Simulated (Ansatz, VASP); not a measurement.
Pb in VASP and in Ansatz

```
Pb
1.0
     0.10317    3.49059    3.49059
     3.49059    0.10317    3.49059
     3.49059    3.49059    0.10317
Pb
2
Cartesian
  0.0000 0.0000 0.0000
  1.7711 1.7711 1.7711
```

Change from the starting cell: equal xy, yz and zx shear strains of +3 %.

Alike in both runs: task single point; functional LDA; k mesh 8 × 8 × 8; occupations fermi-dirac, width 0.05 eV; no spin polarisation.

|  | VASP | Ansatz |
| --- | --- | --- |
| version | VASP 6.6.1 | Ansatz 0.2.0 |
| potentials or method | VASP PAW LDA potentials, release 64 (Pb_d), cutoff 520 eV | all-electron LAPW, scalar-relativistic |

```tsv
	VASP	Ansatz	Ansatz less VASP
pressure (GPa)	-0.6	-0.6	-0.01
traceless stress, the component that is largest in VASP (GPa)	-0.95	-0.94	+0.009
rms of the force components (eV/Å)	0.166	0.164	-0.0026
```

LDA's correlation is that of Perdew and Zunger in VASP and of Perdew and Wang (1992) in Ansatz. Atom by atom the forces differ by 0.003 eV/Å (rms over components). Ansatz ran all-electron here, and VASP with PAW potentials.

Neither program's run includes spin-orbit coupling.
